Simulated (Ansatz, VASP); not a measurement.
# Si2BiTe2 in VASP and in Ansatz

```
CELL_PARAMETERS angstrom
5.12563 0.00000 0.00000
-2.56281 4.43892 0.00000
0.00000 0.00000 5.95297
ATOMIC_POSITIONS crystal
Si 0.33333 0.66667 0.00000
Si 0.66667 0.33333 0.00000
Bi 0.00000 0.00000 0.00000
Te 0.33333 0.66667 0.50000
Te 0.66667 0.33333 0.50000
```

Alike in both runs: task relaxation of cell and atoms; functional PBE; k mesh 6 × 6 × 4; occupations gaussian, width 0.1 eV; no spin polarisation.

|  | VASP | Ansatz |
| --- | --- | --- |
| version | VASP 6.6.1 | Ansatz 0.2.0 |
| potentials or method | VASP PAW PBE potentials, release 64 (Si, Bi_d, Te), cutoff 600 eV | scalar-relativistic, plane waves, PAW |
| valence electrons in the cell | 35 | 55 |

Ansatz gave:

* gap on the k mesh at the Fermi level, each at its own relaxed structure (eV): none
* relaxed volume (Å³/atom): 27.18
* relaxed cell length with the largest relative difference (Å): 5.267

Question: What did VASP give for the same quantities?

Answer: gap on the k mesh at the Fermi level, each at its own relaxed structure (eV): none; relaxed volume (Å³/atom): 27.32; relaxed cell length with the largest relative difference (Å): 5.280.

A gap of «none» marks a metal or a gap that the smearing closes. VASP's potentials hold 35 valence electrons a cell and Ansatz's 55, so a difference there can come from the potentials and not from the codes.

Spin-orbit coupling is off throughout.
